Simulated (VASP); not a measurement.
# SiC20 in VASP: further runs

SiC20 is run at these levels: PBE+D3(BJ); tasks: single point.

Program: VASP 6.6.1. These are calculated values, not measurements. Logs are shortened: lines on timing, memory, paths and dates and some standing lists are left out, and cuts for length are marked.

## (1) The cell of the first run

The cell holds a slab with vacuum, 21 atoms: a = 4.930 Å, b = 7.180 Å, c = 22.129 Å, α = 90.00°, β = 90.00°, γ = 99.88°.

## (2) Single point, PBE+D3(BJ)

INCAR reads:

```
SYSTEM = SiC20
PREC = Accurate
ENCUT = 520
EDIFF = 1E-6
ISMEAR = 0
SIGMA = 0.1
LREAL = .FALSE.
LASPH = .TRUE.
NELM = 120
ALGO = Normal
ISIF = 2
LWAVE = .FALSE.
LCHARG = .FALSE.
LDIPOL = .TRUE.
IDIPOL = 3
DIPOL = 0.5 0.5 0.304
GGA = PE
IVDW = 12
NBANDS = 58
GGA_COMPAT = .FALSE.
NELMDL = -8
```

KPOINTS reads:

```
regular mesh
0
G
  6 4 1
  0 0 0
```

POSCAR reads:

```
SiC20
1.0
    4.9300510483      0.0000000000      0.0000000000
   -1.2325127621      7.0736882673      0.0000000000
    0.0000000000      0.0000000000     22.1293523549
C Si
20 1
Direct
    0.3858166895      0.5432667578      0.1807554029
    0.8858166895      0.5432667578      0.1807554029
    0.2722014076      0.0888056305      0.2267404590
    0.7722014076      0.0888056305      0.2267404590
    0.4009962183      0.6039848731      0.2420688497
    0.9009962183      0.6039848731      0.2420688497
    0.0297911243      0.1191644973      0.2573972018
    0.5297911243      0.1191644973      0.2573972018
    0.1585861258      0.6343445031      0.2727255152
    0.6585861258      0.6343445031      0.2727255152
    0.0461074868      0.1844301691      0.3199090572
    0.5461074868      0.1844301691      0.3199090572
    0.1537589873      0.6150359018      0.3368154657
    0.6537589873      0.6150359018      0.3368154657
    0.3084764848      0.2339064522      0.3480645378
    0.8084764848      0.2339064522      0.3480645378
    0.3880568074      0.5522270554      0.3629961795
    0.8880568074      0.5522270554      0.3629961795
    0.3445502047      0.3782016492      0.3944694004
    0.8445502047      0.3782016492      0.3944694004
    0.5945502047      0.3782016492      0.5074415272
```

Potentials or basis: VASP PAW PBE potentials, release 64 (C, Si).

Run with:

```console
cat potpaw_PBE.64/C/POTCAR potpaw_PBE.64/Si/POTCAR > POTCAR
mpirun -np 1 vasp_std > vasp.out
```

OUTCAR:

```text
SYSTEM = SiC20
   PREC = Accurate
   ENCUT = 520
   EDIFF = 1E-6
   ISMEAR = 0
   LREAL = .FALSE.
   LASPH = .TRUE.
   NELM = 120
   ISIF = 2
   GGA = PE
   IVDW = 12
   NELMDL = -8
 IVDW          = 12

 ion  position               nearest neighbor table
   1  0.386  0.543  0.181-   5 1.42
   2  0.886  0.543  0.181-   6 1.42
   3  0.272  0.089  0.227-   8 1.42   7 1.42
   4  0.772  0.089  0.227-   7 1.42   8 1.42
   5  0.401  0.604  0.242-   1 1.42  10 1.42   9 1.42
   6  0.901  0.604  0.242-   2 1.42   9 1.42  10 1.42
   7  0.030  0.119  0.257-   4 1.42   3 1.42  11 1.46
   8  0.530  0.119  0.257-   3 1.42   4 1.42  12 1.46
   9  0.159  0.634  0.273-   6 1.42   5 1.42  13 1.42
  10  0.659  0.634  0.273-   5 1.42   6 1.42  14 1.42
  11  0.046  0.184  0.320-  15 1.42  16 1.42   7 1.46
  12  0.546  0.184  0.320-  16 1.42  15 1.42   8 1.46
  13  0.154  0.615  0.337-   9 1.42  18 1.43  17 1.43
  14  0.654  0.615  0.337-  10 1.42  17 1.43  18 1.43
  15  0.308  0.234  0.348-  11 1.42  12 1.42  19 1.45
  16  0.808  0.234  0.348-  12 1.42  11 1.42  20 1.45
  17  0.388  0.552  0.363-  19 1.41  14 1.43  13 1.43
  18  0.888  0.552  0.363-  20 1.41  13 1.43  14 1.43
  19  0.345  0.378  0.394-  17 1.41  15 1.45
  20  0.845  0.378  0.394-  18 1.41  16 1.45
  21  0.595  0.378  0.507-

  LATTYP: Found a simple monoclinic cell.
 ALAT       =     4.9300510483
 B/A-ratio  =     4.4886659668
 C/A-ratio  =     1.4564273888
 COS(beta)  =    -0.1716529104

  Lattice vectors:

 A1 = (   4.9300510483,   0.0000000000,   0.0000000000)
 A2 = (   0.0000000000,   0.0000000000, -22.1293523549)
 A3 = (  -1.2325127621,   7.0736882673,   0.0000000000)

Analysis of symmetry for initial positions (statically):
=====================================================================
 Subroutine PRICEL returns:
 Original cell was already a primitive cell.

 Routine SETGRP: Setting up the symmetry group for a
 simple monoclinic supercell.

 Subroutine GETGRP returns: Found  1 space group operations
 (whereof  1 operations were pure point group operations)
 out of a pool of  4 trial point group operations.

The static configuration has the point symmetry C_1 .

Analysis of symmetry for dynamics (positions and initial velocities):
=====================================================================
 Subroutine PRICEL returns:
 Original cell was already a primitive cell.

 Routine SETGRP: Setting up the symmetry group for a
 simple monoclinic supercell.

 Subroutine GETGRP returns: Found  1 space group operations
 (whereof  1 operations were pure point group operations)
 out of a pool of  4 trial point group operations.

The dynamic configuration has the point symmetry C_1 .

 Subroutine INISYM returns: Found  1 space group operations
 (whereof  1 operations are pure point group operations),
 and found     1 'primitive' translations

----------------------------------------------------------------------------------------

                                     Primitive cell

  volume of cell :     771.7312

  direct lattice vectors                    reciprocal lattice vectors
     4.930051048  0.000000000  0.000000000     0.202837656  0.035342242  0.000000000
    -1.232512762  7.073688267  0.000000000     0.000000000  0.141368967  0.000000000
     0.000000000  0.000000000 22.129352355     0.000000000  0.000000000  0.045188851

  length of vectors
     4.930051048  7.180261375 22.129352355     0.205893635  0.141368967  0.045188851

  position of ions in fractional coordinates (direct lattice)
     0.385816689  0.543266758  0.180755403
     0.885816689  0.543266758  0.180755403
     0.272201408  0.088805630  0.226740459
     0.772201408  0.088805630  0.226740459
     0.400996218  0.603984873  0.242068850
     0.900996218  0.603984873  0.242068850
[... 13 lines left out ...]
     0.844550205  0.378201649  0.394469400
     0.594550205  0.378201649  0.507441527

  ion indices of the primitive-cell ions
   primitive index   ion index
                 1           1
                 2           2
                 3           3
                 4           4
                 5           5
                 6           6
[... 13 lines left out ...]
                20          20
                21          21

----------------------------------------------------------------------------------------

 KPOINTS: regular mesh

Automatic generation of k-mesh.
 Grid dimensions read from file:
 generate k-points for:    6    4    1

 Generating k-lattice:

  Cartesian coordinates                     Fractional coordinates (reciprocal lattice)
     0.033806276  0.005890374  0.000000000     0.166666667  0.000000000  0.000000000
     0.000000000  0.035342242  0.000000000     0.000000000  0.250000000  0.000000000
     0.000000000  0.000000000  0.045188851     0.000000000  0.000000000  1.000000000

  Length of vectors
     0.034315606  0.035342242  0.045188851

  Shift w.r.t. Gamma in fractional coordinates (k-lattice)
     0.000000000  0.000000000  0.000000000

 Subroutine IBZKPT returns following result:
 ===========================================

 Found     14 irreducible k-points:

 Following reciprocal coordinates:
            Coordinates               Weight
  0.000000  0.000000  0.000000      1.000000
  0.166667  0.000000  0.000000      2.000000
  0.333333  0.000000  0.000000      2.000000
  0.500000  0.000000  0.000000      1.000000
  0.000000  0.250000  0.000000      2.000000
  0.166667  0.250000  0.000000      2.000000
  0.333333  0.250000  0.000000      2.000000
  0.500000  0.250000  0.000000      2.000000
 -0.333333  0.250000  0.000000      2.000000
 -0.166667  0.250000  0.000000      2.000000
  0.000000  0.500000  0.000000      1.000000
  0.166667  0.500000  0.000000      2.000000
  0.333333  0.500000  0.000000      2.000000
  0.500000  0.500000  0.000000      1.000000
   k-points           NKPTS =     14   k-points in BZ     NKDIM =     14   number of bands    NBANDS=     58
   number of dos      NEDOS =    301   number of ions     NIONS =     21
   total plane-waves  NPLWV = 362880
   dimension x,y,z NGX =    40 NGY =   54 NGZ =  168
   dimension x,y,z NGXF=    80 NGYF=  108 NGZF=  336
   ions per type =              20   1
   NGX,Y,Z   is equivalent  to a cutoff of  13.49, 12.50, 12.62 a.u.
   NGXF,Y,Z  is equivalent  to a cutoff of  26.98, 25.01, 25.24 a.u.
 SYSTEM =  SiC20
   PREC   = accura    normal or accurate (medium, high low for compatibility)
   ISTART =      0    job   : 0-new  1-cont  2-samecut
   ICHARG =      2    charge: 1-file 2-atom 10-const
   ISPIN  =      1    spin polarized calculation?
   LNONCOLLINEAR =      F non collinear calculations
   LSORBIT =      F    spin-orbit coupling
   LASPH  =      T    aspherical Exc in radial PAW
   ENCUT  =  520.0 eV  38.22 Ry    6.18 a.u.   9.17 13.35 41.15*2*pi/ulx,y,z
   NELM   =    120;   NELMIN=  2; NELMDL= -8     # of ELM steps
   EDIFF  = 0.1E-05   stopping-criterion for ELM
   LREAL  =      F    real-space projection
   EDIFFG = 0.1E-04   stopping-criterion for IOM
   NSW    =      0    number of steps for IOM
   IBRION =     -1    ionic relax: 0-MD 1-quasi-New 2-CG
   NFREE  =      0    steps in history (QN), initial steepest desc. (CG)
   ISIF   =      2    stress and relaxation
   ISYM   =      2    0-nonsym 1-usesym 2-fastsym
   POTIM  = 0.5000    time-step for ionic-motion
   TEBEG  =    0.0;   TEEND  =   0.0 temperature during run
   PSTRESS=    0.0 pullay stress
   NELECT =      84.0000    total number of electrons
   NUPDOWN=      -1.0000    fix difference up-down
   EMIN   =  10.00;   EMAX   =-10.00  energy-range for DOS
   EFERMI =   0.00;   METHOD = LEGACY
   ISMEAR =     0;   SIGMA  =   0.10  broadening in eV -4-tet -1-fermi 0-gaus
   EFERMI_NEDOS =   21; number of points for ismear=-14 and -15
   IALGO  =     38    algorithm
   IMIX   =      4    mixing-type and parameters
     AMIX     =   0.40;   BMIX     =  1.00
     AMIX_MAG =   1.60;   BMIX_MAG =  1.00
  volume/ion in A,a.u.               =      36.75       248.00
  Fermi-wavevector in a.u.,A,eV,Ry     =   0.781650  1.477105  8.312852  0.610977
  Thomas-Fermi vector in A             =   1.885212
   LORBIT       =      0    0 simple, 1 ext, 2 COOP (PROOUT), +10 PAW based schemes
   GGA     = PE    functional components
   LHFCALC =     F    Hartree Fock is set to
   AEXX    =    0.0000 exact exchange contribution
   IVDW    =    12    specifies the selected vdW correction
   LEPSILON=     F    determine dielectric tensor
   LRPA    =     F    only Hartree local field effects (RPA)
 non-spin polarized calculation
 Gauss-broadening in eV      SIGMA  =   0.10
  energy-cutoff  :      520.00
  volume of cell :      771.73
 maximum number of plane-waves:     20814
 NGX is ok and might be reduce to    40
   NGX = 19   NGY = 27   NGZ = 83

 dipolmoment           0.000000      0.000000      0.185330 electrons x Angstroem

 number of electron      84.0000000 magnetization

 dipolmoment           0.000000      0.000000     -0.673830 electrons x Angstroem

 Free energy of the ion-electron system (eV)
  ---------------------------------------------------
  ext. energy  EPLUGINS =         0.00000000
  ---------------------------------------------------
  free energy    TOTEN  =      -162.15681020 eV

  energy without entropy =     -162.06567552  energy(sigma->0) =     -162.11124286

 E-fermi :  -2.9968     XC(G=0):  -3.6165

 val. band max:       -2.9979447995   @ k =   0.0000   0.5000   0.0000
 cond. band min:      -2.9897519644   @ k =  -0.1667   0.2500   0.0000
 fundamental gap:      0.0081928352
 Fermi energy:        -2.9967657276

 k-point     1 :       0.0000    0.0000    0.0000
  band No.  band energies     occupation
      1     -22.6087      2.00000
      2     -21.3458      2.00000
      3     -20.1424      2.00000
      4     -18.8197      2.00000
      5     -18.6617      2.00000
      6     -18.1205      2.00000
[... 46 lines left out ...]
     53       0.2770      0.00000
     54       0.4098      0.00000

 k-point     2 :       0.1667    0.0000    0.0000
  band No.  band energies     occupation
      1     -22.4854      2.00000
      2     -21.2264      2.00000
      3     -20.0250      2.00000
      4     -19.6625      2.00000
      5     -18.5497      2.00000
      6     -18.4760      2.00000
[... 46 lines left out ...]
     53       0.5603      0.00000
     54       0.6328      0.00000

 k-point     3 :       0.3333    0.0000    0.0000
  band No.  band energies     occupation
      1     -22.1172      2.00000
      2     -20.8695      2.00000
      3     -20.6785      2.00000
      4     -19.6743      2.00000
      5     -19.4661      2.00000
      6     -18.3425      2.00000
[... 46 lines left out ...]
     53       0.4235      0.00000
     54       1.1364      0.00000
[... 514 lines left out ...]
 k-point    13 :       0.3333    0.5000    0.0000
  band No.  band energies     occupation
      1     -22.1058      2.00000
      2     -20.9068      2.00000
      3     -20.6729      2.00000
      4     -19.6287      2.00000
      5     -19.4851      2.00000
      6     -18.3193      2.00000
[... 46 lines left out ...]
     53       0.4920      0.00000
     54       1.0815      0.00000

 k-point    14 :       0.5000    0.5000    0.0000
  band No.  band energies     occupation
      1     -21.5038      2.00000
      2     -21.4990      2.00000
      3     -20.3146      2.00000
      4     -20.3014      2.00000
      5     -19.0673      2.00000
      6     -19.0666      2.00000
[... 46 lines left out ...]
     53       0.6009      0.00000
     54       0.6511      0.00000
 [bands above 54 left out]

------------------------ aborting loop because EDIFF is reached ----------------------------------------

 vacuum level on the upper side and lower side of the slab       (xc-potential included)        -1.836         1.586

 Edisp (eV)   -2.42007

 E8    (eV) :    -0.7435

  FORCE on cell =-STRESS in cart. coord.  units (eV):
  Direction    XX          YY          ZZ          XY          YZ          ZX
  --------------------------------------------------------------------------------------
  -------------------------------------------------------------------------------------
  Total     -10.04728     2.09504    -9.05666     0.00575    -3.07604     0.00161
  in kB     -20.85898     4.34947   -18.80237     0.01194    -6.38611     0.00334
  external pressure =      -11.77 kB  Pullay stress =        0.00 kB

 VOLUME and BASIS-vectors are now :
 -----------------------------------------------------------------------------
  energy-cutoff  :      520.00
  volume of cell :      771.73
      direct lattice vectors                 reciprocal lattice vectors
     4.930051048  0.000000000  0.000000000     0.202837656  0.035342242  0.000000000
    -1.232512762  7.073688267  0.000000000     0.000000000  0.141368967  0.000000000
     0.000000000  0.000000000 22.129352355     0.000000000  0.000000000  0.045188851

 POSITION                                       TOTAL-FORCE (eV/Angst)
 -----------------------------------------------------------------------------------
      1.23251      3.84290      4.00000         0.017233      0.274647      1.260569
      3.69754      3.84290      4.00000        -0.017146      0.273154      1.261447
      1.23251      0.62818      5.01762         0.176617      0.626730      1.693400
      3.69754      0.62818      5.01762        -0.176957      0.618073      1.694324
      1.23251      4.27240      5.35683        -0.016507      0.620789     -2.282992
      3.69754      4.27240      5.35683         0.016088      0.622430     -2.288139
[... 13 lines left out ...]
      3.69754      2.67528      8.72935         0.334188     -0.251756      2.180607
      2.46502      2.67528     11.22935         0.000325     -0.046858     -2.838236
 -----------------------------------------------------------------------------------
    total drift:                                0.000214     -0.000258      0.000342

  FREE ENERGIE OF THE ION-ELECTRON SYSTEM (eV)
  ---------------------------------------------------
  free  energy   TOTEN  =      -164.5768769078 eV

  energy  without entropy=     -164.4857422318  energy(sigma->0) =     -164.53130957

 vacuum level on the upper side and lower side of the slab         0.728         4.235
```

Wall time 45 min (1 thread of Intel Xeon 8259CL, shared host); peak memory 0.97 GiB.

What came out:

| Property | Result |
| --- | --- |
| Free energy | -164.5769 eV |
| Largest force | 2.839 eV/Å |
| Band gap on the k mesh | zero (bands 42 and 43 overlap by 0.15 eV) |
| Dispersion energy per atom | -0.115 eV |

Forces on the atoms (eV/Å):
```
C    0.017  0.275  1.261
C   -0.017  0.273  1.261
C    0.177  0.627  1.693
C   -0.177  0.618  1.694
C   -0.017  0.621 -2.283
C    0.016  0.622 -2.288
C   -0.001 -0.981 -1.742
C    0.001 -0.884 -1.399
C    0.003 -0.558  0.472
C   -0.003 -0.495  0.686
C    0.000  0.120  0.032
C    0.000  0.076 -0.011
C    0.001 -0.202  0.048
C   -0.001 -0.077 -0.123
C    0.147 -0.426 -0.265
C   -0.147 -0.427 -0.265
C    0.056  0.686 -0.147
C   -0.057  0.685 -0.148
C   -0.334 -0.253  2.180
C    0.334 -0.252  2.181
Si   0.000 -0.047 -2.838
```

Levels at points of the mesh, in eV from the Fermi level:
```csv
k point,band 40,band 41,band 42,band 43,band 44,band 45
"(0.00, 0.00, 0.00)",-0.84,-0.42,-0.13,0.08,0.15,0.34
"(0.50, 0.00, 0.00)",-0.31,-0.15,0.12,0.15,0.30,0.31
"(0.00, 0.50, 0.00)",-0.84,-0.42,-0.24,0.00,0.15,0.51
"(0.50, 0.50, 0.00)",-0.28,-0.11,0.08,0.16,0.29,0.32
```

(Continued in part 2 of 2.)
